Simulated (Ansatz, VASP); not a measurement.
**SiGe: VASP beside Ansatz**

The input POSCAR:

```
SiGe
1.0
    0.0000000000      3.1871814840      2.7714621600
    3.1871814840      0.0000000000      2.7714621600
    3.1871814840      3.1871814840      0.0000000000
Si Ge
1 1
Direct
    0.0000000000      0.0000000000      0.0000000000
    0.7500000000      0.7500000000      0.7500000000
```

Contents of INCAR.step1:

```
  PREC = Accurate
  ENCUT = 520
  ISMEAR = 0
  SIGMA = 0.05
  LREAL = False
  LASPH = True
  NELM = 60
  NBANDS = 16
  GGA = PE
  ALGO = Normal
  EDIFF = 1E-4
  LWAVE = True
  LCHARG = False
```

Contents of INCAR.step2:

```
  PREC = Accurate
  ENCUT = 520
  EDIFF = 1E-6
  ISMEAR = 0
  SIGMA = 0.05
  LREAL = False
  LASPH = True
  NELM = 60
  ALGO = Normal
  ISIF = 2
  LWAVE = False
  LCHARG = False
  METAGGA = R2SCAN
  LMIXTAU = True
  NBANDS = 16
  ISTART = 1
```

Contents of KPOINTS:

```
Automatic mesh
0
Gamma
  8 8 8
```

Input for Ansatz:

```yaml
crystal:
  lattice:
    - [0.0, 3.187181484, 2.77146216]
    - [3.187181484, 0.0, 2.77146216]
    - [3.187181484, 3.187181484, 0.0]
  atoms:
    - { symbol: Si, position: [0.0, 0.0, 0.0] }
    - { symbol: Ge, position: [0.75, 0.75, 0.75] }
basis:
  ecutwfc: 500
kpoints:
  mp_grid: { grid: [8, 8, 8] }
hamiltonian:
  xc: r2scan
scf:
  occupations: { method: gaussian, width: 0.05 }
output:
  forces: true
  stress: true
  eigenvalues: true
```

Change from the starting cell: strain +0.1500 x Voigt [1, 1, 0, 0, 0, 0], atoms carried along.

Alike in both runs: task single point; functional r2SCAN; k mesh 8 × 8 × 8; occupations gaussian, width 0.05 eV; no spin polarisation.

|  | VASP | Ansatz |
| --- | --- | --- |
| version | VASP 6.6.1 | Ansatz 0.2.0 |
| potentials or method | VASP PAW PBE potentials, release 64 (Si, Ge_d), cutoff 520 eV | scalar-relativistic, plane waves, PAW |
| valence electrons in the cell | 18 | 18 |

VASP gave:

* gap on the k mesh at the Fermi level (eV): none
* pressure (GPa): -12.0
* traceless stress, the component that is largest in VASP (GPa): 5.44

Q: Which values does Ansatz return?

A: gap on the k mesh at the Fermi level (eV): none; pressure (GPa): -12.0; traceless stress, the component that is largest in VASP (GPa): 5.45.

VASP's potentials were made for PBE, not for r2SCAN. A gap of «none» marks a metal or a gap that the smearing closes.
